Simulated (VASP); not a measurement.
H21O10F: single point with PBE

The system is H21O10F.

```
O H F
1.0
     6.93823    0.00000    0.00000
     0.00000    6.93823    0.00000
     0.00000    0.00000    6.93823
O H F
10 21 1
Direct
  0.01196 0.23969 0.05553
  0.59045 0.72059 0.55477
  0.33421 0.43476 0.15273
  0.93447 0.93049 0.25903
  0.73836 0.08350 0.72464
  0.33534 0.95156 0.35660
  0.08672 0.38096 0.67324
  0.26322 0.86914 0.92734
  0.70524 0.51588 0.85494
  0.43988 0.27857 0.52474
  0.14662 0.28382 0.08205
  0.94241 0.34781 0.11465
  0.54280 0.58545 0.54580
  0.48641 0.79255 0.47813
  0.43837 0.43866 0.06218
  0.38589 0.39062 0.27269
  0.95481 0.03465 0.14876
  0.06965 0.93389 0.30309
  0.74859 0.95158 0.67767
  0.82665 0.09346 0.83707
  0.35170 0.07319 0.42734
  0.39588 0.98498 0.23421
  0.09706 0.33281 0.80717
  0.99301 0.29914 0.60664
  0.35575 0.86976 0.81707
  0.19819 0.75186 0.91910
  0.69085 0.61942 0.76162
  0.79114 0.55624 0.95778
  0.50517 0.21758 0.63381
  0.34284 0.36648 0.58855
  0.89784 0.77253 0.20541
  0.88984 0.60850 0.15680
```

```
Program             : VASP 6.6.1
Task                : single point
Functional          : PBE
Potentials or basis : VASP PAW PBE potentials, release 64 (O, H, F)
Cutoff              : 520 eV
k mesh              : 1 × 1 × 1
Occupations         : fermi-dirac, width 0.02 eV
Spin                : no spin polarisation
```

- Pressure: 0.4 GPa
- Largest force: 3.030 eV/Å
- Band gap on the k mesh: 3.76 eV

Forces in eV/Å, atoms in the order of the input:
```
O    0.171 -0.172 -0.044
O   -1.653 -0.206 -0.884
O   -1.236 -0.028 -0.519
O    0.224  1.269 -1.193
O    0.479  0.041  0.613
O   -0.225 -0.238 -0.334
O    0.748  0.138  0.088
O    1.853  2.260 -0.800
O   -0.991 -0.882 -0.293
O   -0.672  1.056  0.431
H    0.199 -0.106  0.202
H   -0.346  0.290 -0.016
H    0.621  0.624 -0.049
H    0.938 -0.203  0.458
H    1.057  0.263 -0.648
H    0.598 -0.331  0.866
H   -0.500 -0.589  1.004
H    0.412 -0.550  0.496
H   -0.039 -0.179 -0.084
H   -0.579  0.122 -0.709
H    0.075  0.603  0.553
H   -0.159 -0.527 -0.322
H   -0.701  0.009 -0.625
H    0.001  0.145  0.456
H   -0.682 -0.188  0.902
H   -1.066 -2.088 -0.070
H    0.110  0.181  0.181
H    0.232  0.517  0.459
H    0.859 -0.002  0.071
H   -0.204 -1.009 -0.395
H    0.409 -0.505 -0.072
F    0.067  0.286  0.277
```

Stress tensor (GPa, compression positive):
```
-0.02 -0.32  0.63
-0.32  0.31  0.20
 0.63  0.20  0.93
```

Levels at points of the mesh, in eV from the valence-band top:
```tsv
k point	band 41	band 42	band 43	band 44	band 45	band 46	band 47	band 48
(0.00, 0.00, 0.00)	-1.18	-1.15	-1.01	0.00	3.76	6.71	6.79	6.90
```

Wall time 28 s on 1 thread of Intel(R) Xeon(R) 6975P-C (Granite Rapids), with other jobs on the host, peak memory 0.35 GiB.

Caveat: the k points lie up to 0.91 Å⁻¹ apart.
